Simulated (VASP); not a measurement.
# HgTe in VASP: notebook

Runs on HgTe. Level: r2SCAN. Tasks: single point.

Everything below comes from runs of VASP 6.6.1. Logs are shortened: lines on timing, memory, paths and dates and some standing lists are left out, and cuts for length are marked.

## 1. The cell of the first run

The cell holds a wire or tube with vacuum around it, 2 atoms: a = 11.300 Å, b = 9.300 Å, c = 2.714 Å, α = 90.00°, β = 90.00°, γ = 90.00°.

## 2. Single point, r2SCAN, collinear spin

POSCAR reads:

```
HgTe
1.0
   11.3000000000      0.0000000000      0.0000000000
    0.0000000000      9.3000000000      0.0000000000
    0.0000000000      0.0000000000      2.7144428044
Hg Te
1 1
Direct
    0.3980214341      0.5000000000      0.0000000000
    0.6019785659      0.5000000000      0.5000000000
```

INCAR.step1 reads:

```
SYSTEM = HgTe
ALGO = Normal
EDIFF = 1E-4
ENCUT = 520
GGA = PE
ISMEAR = 0
ISPIN = 2
LASPH = .TRUE.
LCHARG = .FALSE.
LREAL = .FALSE.
LWAVE = .TRUE.
MAGMOM = 0.5 0.5
NBANDS = 20
NELM = 150
PREC = Accurate
SIGMA = 0.05
```

INCAR.step2 reads:

```
SYSTEM = HgTe
ALGO = Normal
EDIFF = 1E-6
ENCUT = 520
ISIF = 2
ISMEAR = 0
ISPIN = 2
ISTART = 1
LASPH = .TRUE.
LCHARG = .FALSE.
LMIXTAU = .TRUE.
LORBIT = 11
LREAL = .FALSE.
LWAVE = .FALSE.
MAGMOM = 0.5 0.5
METAGGA = R2SCAN
NBANDS = 20
NELM = 150
PREC = Accurate
SIGMA = 0.05
```

KPOINTS reads:

```
k-points
0
G
  1 1 24
  0 0 0
```

Potentials or basis: VASP PAW PBE potentials, release 64 (Hg, Te).

The run is started by

```console
> cat potpaw_PBE.64/Hg/POTCAR potpaw_PBE.64/Te/POTCAR > POTCAR
> cp INCAR.step1 INCAR
> mpirun -np 1 vasp_std > vasp.out
> cp INCAR.step2 INCAR
> mpirun -np 1 vasp_std > vasp.out
```

OUTCAR:

```text
SYSTEM = HgTe
   EDIFF = 1E-6
   ENCUT = 520
   ISIF = 2
   ISMEAR = 0
   ISPIN = 2
   ISTART = 1
   LASPH = .TRUE.
   LORBIT = 11
   LREAL = .FALSE.
   METAGGA = R2SCAN
   NELM = 150
   PREC = Accurate

 ion  position               nearest neighbor table
   1  0.398  0.500  0.000-   2 2.67   2 2.67
   2  0.602  0.500  0.500-   1 2.67   1 2.67

  LATTYP: Found a simple orthorhombic cell.
 ALAT       =     2.7144428044
 B/A-ratio  =     3.4261175019
 C/A-ratio  =     4.1629169646

  Lattice vectors:

 A1 = (   0.0000000000,   0.0000000000,  -2.7144428044)
 A2 = (   0.0000000000,   9.3000000000,   0.0000000000)
 A3 = (  11.3000000000,   0.0000000000,   0.0000000000)

Analysis of symmetry for initial positions (statically):
=====================================================================
 Subroutine PRICEL returns:
 Original cell was already a primitive cell.

 Routine SETGRP: Setting up the symmetry group for a
 simple orthorhombic supercell.

 Subroutine GETGRP returns: Found  4 space group operations
 (whereof  4 operations were pure point group operations)
 out of a pool of  8 trial point group operations.

The static configuration has the point symmetry C_2v.

Analysis of symmetry for dynamics (positions and initial velocities):
=====================================================================
 Subroutine PRICEL returns:
 Original cell was already a primitive cell.

 Routine SETGRP: Setting up the symmetry group for a
 simple orthorhombic supercell.

 Subroutine GETGRP returns: Found  4 space group operations
 (whereof  4 operations were pure point group operations)
 out of a pool of  8 trial point group operations.

The dynamic configuration has the point symmetry C_2v.

Analysis of structural, dynamic, and magnetic symmetry:
=====================================================================
 Subroutine PRICEL returns:
 Original cell was already a primitive cell.

 Routine SETGRP: Setting up the symmetry group for a
 simple orthorhombic supercell.

 Subroutine GETGRP returns: Found  4 space group operations
 (whereof  4 operations were pure point group operations)
 out of a pool of  8 trial point group operations.

The overall configuration has the point symmetry C_2v.

 Subroutine INISYM returns: Found  4 space group operations
 (whereof  4 operations are pure point group operations),
 and found     1 'primitive' translations

----------------------------------------------------------------------------------------
[... 103 lines left out ...]
  Fermi-wavevector in a.u.,A,eV,Ry     =   0.651756  1.231640  5.779561  0.424786
  Thomas-Fermi vector in A             =   1.721458
   LORBIT       =     11    0 simple, 1 ext, 2 COOP (PROOUT), +10 PAW based schemes
   METAGGA = R2SCAN    functional components
   LHFCALC =     F    Hartree Fock is set to
   AEXX    =    0.0000 exact exchange contribution
   IVDW    =     0    specifies the selected vdW correction
   LEPSILON=     F    determine dielectric tensor
   LRPA    =     F    only Hartree local field effects (RPA)
 spin polarized calculation
 Gauss-broadening in eV      SIGMA  =   0.05
  energy-cutoff  :      520.00
  volume of cell :      285.26
 maximum number of plane-waves:      7734
   NGX = 43   NGY = 35   NGZ = 11

 number of electron      18.0000002 magnetization       0.0833779

 Free energy of the ion-electron system (eV)
  ---------------------------------------------------
  ext. energy  EPLUGINS =         0.00000000
  ---------------------------------------------------
  free energy    TOTEN  =       -72.90897647 eV

  energy without entropy =      -72.90858352  energy(sigma->0) =      -72.90877999

 E-fermi :  -2.6974     XC(G=0):  -2.8562

 val. band max:       -2.7633665371   @ k =   0.0000   0.0000   0.4583
 cond. band min:      -2.6431420657   @ k =   0.0000   0.0000   0.5000
 fundamental gap:      0.1202244714
 Fermi energy:        -2.6973739134

 spin component 1

 k-point     1 :       0.0000    0.0000    0.0000
  band No.  band energies     occupation
      1     -17.1296      1.00000
      2     -12.6565      1.00000
      3     -10.6342      1.00000
      4     -10.5318      1.00000
      5      -9.7802      1.00000
      6      -9.5257      1.00000
[... 275 lines left out ...]
      6      -9.6620      1.00000
[... 12 lines left out ...]
     19       6.9805      0.00000
     20       7.3311      0.00000
 Fermi energy:        -2.6973739134

 spin component 2

 k-point     1 :       0.0000    0.0000    0.0000
  band No.  band energies     occupation
      1     -17.0851      1.00000
      2     -12.6576      1.00000
      3     -10.6298      1.00000
      4     -10.5276      1.00000
      5      -9.7797      1.00000
      6      -9.5233      1.00000
[... 288 lines left out ...]
     19       6.9874      0.00000
     20       7.3319      0.00000

------------------------ aborting loop because EDIFF is reached ----------------------------------------

  FORCE on cell =-STRESS in cart. coord.  units (eV):
  Direction    XX          YY          ZZ          XY          YZ          ZX
  --------------------------------------------------------------------------------------
  -------------------------------------------------------------------------------------
  Total        7.7892179     -0.0042377      9.0741632      0.0000000      0.0000000      0.0000000
  in kB       43.7484176     -0.0238011     50.9653585      0.0000000      0.0000000      0.0000000
  external PRESSURE =      31.5633250 kB  Pullay stress =       0.0000000 kB

 VOLUME and BASIS-vectors are now :
 -----------------------------------------------------------------------------
  energy-cutoff  :      520.00
  volume of cell :      285.26
      direct lattice vectors                 reciprocal lattice vectors
    11.300000000  0.000000000  0.000000000     0.088495575  0.000000000  0.000000000
     0.000000000  9.300000000  0.000000000     0.000000000  0.107526882  0.000000000
     0.000000000  0.000000000  2.714442804     0.000000000  0.000000000  0.368399731

 POSITION                                       TOTAL-FORCE (eV/Angst)
 -----------------------------------------------------------------------------------
      4.49764      4.65000      0.00000        -3.400737      0.000000      0.000000
      6.80236      4.65000      1.35722         3.400737      0.000000      0.000000
 -----------------------------------------------------------------------------------
    total drift:                                0.000641      0.000000      0.000002

  FREE ENERGIE OF THE ION-ELECTRON SYSTEM (eV)
  ---------------------------------------------------
  free  energy   TOTEN  =       -72.9089764681 eV

  energy  without entropy=      -72.9085835185  energy(sigma->0) =      -72.90877999

 total charge

# of ion       s       p       d       tot
------------------------------------------
    1        0.861   0.400   9.341  10.602
    2        1.431   1.998   0.075   3.505
--------------------------------------------------
tot          2.292   2.398   9.417  14.107

 magnetization (x)

# of ion       s       p       d       tot
------------------------------------------
    1       -0.001  -0.002   0.001  -0.001
    2        0.002   0.050  -0.000   0.051
--------------------------------------------------
tot          0.001   0.048   0.001   0.050
```

It took 5.3 min on 1 thread of Intel Xeon Platinum 8488C (Sapphire Rapids), shared host; peak memory 0.55 GiB.

What came out:

```yaml
Free_energy: -72.9090 eV
Largest_force: 3.401 eV/Å
Net_moment: 0.08 μB per cell
Site_moments: Hg -0.00; Te +0.05 μB
Valence_electrons_inside_the_program's_atomic_spheres: Hg 10.60; Te 3.50
```

Forces on the atoms (eV/Å):
```
Hg  -3.401  0.000  0.000
Te   3.401  0.000  0.000
```

Caveat: a moment this small can come from the mesh or the smearing; the PAW data sets were made with another functional, which shifts forces and pressure a little; spin-orbit coupling is left out, which moves the levels of the heavy elements.

## 3. Single point, r2SCAN, collinear spin

This run uses another cell than the first one.

POSCAR reads:

```
HgTe
1.0
   11.3000000000      0.0000000000      0.0000000000
    0.0000000000      9.3000000000      0.0000000000
    0.0000000000      0.0000000000      2.7952665047
Hg Te
1 1
Direct
    0.3614718990      0.5000000000      0.0000000000
    0.6385281010      0.5000000000      0.5000000000
```

INCAR.step1 reads:

```
PREC     = Accurate       # precision mode
ENCUT    = 520            # plane-wave cutoff, eV
ISMEAR   = 0              # smearing method
SIGMA    = 0.05           # smearing width, eV
LREAL    = False          # projectors in reciprocal space
LASPH    = True           # aspherical terms in the spheres
NELM     = 150            # most SCF steps
ISPIN    = 2              # spin polarisation
MAGMOM   = 0.5 0.5        # initial moments
NBANDS   = 20             # bands
GGA      = PE             # functional
ALGO     = Normal         # electronic algorithm
EDIFF    = 1E-4           # SCF threshold, eV
LWAVE    = True           # write WAVECAR
LCHARG   = False          # write CHGCAR
```

INCAR.step2 reads:

```
PREC     = Accurate       # precision mode
ENCUT    = 520            # plane-wave cutoff, eV
EDIFF    = 1E-6           # SCF threshold, eV
ISMEAR   = 0              # smearing method
SIGMA    = 0.05           # smearing width, eV
LREAL    = False          # projectors in reciprocal space
LASPH    = True           # aspherical terms in the spheres
NELM     = 150            # most SCF steps
ALGO     = Normal         # electronic algorithm
ISIF     = 2              # what is computed and relaxed
LWAVE    = False          # write WAVECAR
LCHARG   = False          # write CHGCAR
ISPIN    = 2              # spin polarisation
MAGMOM   = 0.5 0.5        # initial moments
LORBIT   = 11             # projections on sites
METAGGA  = R2SCAN         # meta-GGA
LMIXTAU  = True         
NBANDS   = 20             # bands
ISTART   = 1
```

KPOINTS reads:

```
Automatic mesh
0
Gamma
  1 1 24
```

Potentials or basis: VASP PAW PBE potentials, release 64 (Hg, Te).

The run is started by

```console
> cat potpaw_PBE.64/Hg/POTCAR potpaw_PBE.64/Te/POTCAR > POTCAR
> cp INCAR.step1 INCAR
> mpirun -np 1 vasp_std > vasp.out
> cp INCAR.step2 INCAR
> mpirun -np 1 vasp_std > vasp.out
```

It took 11 min on 1 thread of Intel Xeon Platinum 8488C (Sapphire Rapids), shared host; peak memory 0.62 GiB.

It converged, with:

| Property | Result |
| --- | --- |
| Free energy | -73.8956 eV |
| Largest force | 0.012 eV/Å |
| Net moment | 0.08 μB per cell |
| Site moments | Hg -0.00; Te +0.06 μB |
| Valence electrons inside the program's atomic spheres | Hg 10.44; Te 3.34 |

Forces in eV/Å, atoms in the order of the input:
```
Hg  -0.012  0.000  0.000
Te   0.012  0.000  0.000
```

Levels at points of the mesh, in eV from the Fermi level:
Spin up:
```tsv
k point	band 6	band 7	band 8	band 9	band 10	band 11	band 12	band 13
(0.00, 0.00, 0.00)	-5.95	-5.10	-2.70	-2.28	2.02	3.10	4.20	5.12
(0.00, 0.00, 0.50)	-5.95	-5.34	-0.13	0.50	0.96	2.32	5.41	5.71
```
Spin down:
| k point | band 5 | band 6 | band 7 | band 8 | band 9 | band 10 | band 11 | band 12 | band 13 | band 14 |
| --- | --- | --- | --- | --- | --- | --- | --- | --- | --- | --- |
| (0.00, 0.00, 0.00) | -5.99 | -5.95 | -5.09 | -2.66 | -2.24 | 2.02 | 3.11 | 4.20 | 5.12 | 5.59 |
| (0.00, 0.00, 0.50) | -6.48 | -5.91 | -5.22 | -0.11 | 0.53 | 0.96 | 2.34 | 5.43 | 5.73 | 7.15 |

Caveat: the PAW data sets were made with another functional, which shifts forces and pressure a little; spin-orbit coupling is left out, which moves the levels of the heavy elements.
